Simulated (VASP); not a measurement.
## PbO2: single point with r2SCAN

Crystal: PbO2.

```
Pb O
1.0
     4.99496    0.00000    0.00000
     0.00000    4.99496    0.00000
     0.00000    0.00000    3.40900
Pb O
2 4
Cartesian
  0.0000 0.0000 0.0000
  2.4975 2.4975 1.7045
  1.5356 1.5356 0.0000
  0.9619 4.0331 1.7045
  4.0331 0.9619 1.7045
  3.4594 3.4594 0.0000
```

- Program: VASP 6.6.1
- Task: single point
- Functional: r2SCAN
- Potentials or basis: VASP PAW PBE potentials, release 64 (Pb_d, O)
- Cutoff: 520 eV
- k mesh: 4 × 4 × 6
- Occupations: gaussian, width 0.1 eV
- Spin: no spin polarisation

```yaml
Pressure: 0.2 GPa
Largest_force: 0.029 eV/Å
Band_gap_on_the_k_mesh: 0.18 eV (least direct gap 0.55 eV)
```

Forces on the atoms (eV/Å):
```
Pb   0.000  0.000  0.000
Pb   0.000  0.000  0.000
O   -0.020 -0.020  0.000
O    0.020 -0.020  0.000
O   -0.020  0.020  0.000
O    0.020  0.020  0.000
```

Stress tensor (GPa, compression positive):
```
0.10 0.00 0.00
0.00 0.10 0.00
0.00 0.00 0.49
```

Levels at points of the mesh, in eV from the valence-band top:
```csv
k point,band 22,band 23,band 24,band 25,band 26,band 27,band 28,band 29,band 30,band 31
"(0.00, 0.00, 0.00)",-0.48,-0.48,-0.42,-0.42,-0.37,0.18,4.87,6.68,6.68,10.38
"(0.50, 0.00, 0.00)",-1.20,-0.45,-0.45,-0.26,-0.26,2.95,2.95,7.26,7.26,10.75
"(0.50, 0.50, 0.00)",-1.43,-0.47,-0.47,-0.40,-0.40,3.38,3.38,7.52,7.52,11.11
"(0.00, 0.00, 0.50)",-1.81,-1.03,-1.03,-0.70,-0.70,4.36,4.36,9.77,9.77,10.62
"(0.50, 0.00, 0.50)",-0.97,-0.69,-0.69,-0.01,-0.01,4.67,4.67,8.21,8.21,10.92
"(0.50, 0.50, 0.50)",-1.65,-0.56,-0.56,-0.44,-0.44,3.43,3.43,9.17,9.17,10.79
```

Run time: 2.3 min on 1 thread of Intel(R) Xeon(R) 6975P-C (Granite Rapids), on a shared host, peak memory 0.24 GiB.

Caveat: the PAW data sets were made with another functional, which shifts forces and pressure a little; spin-orbit coupling is left out, which moves the levels of the heavy elements. A k mesh can miss the band edges.
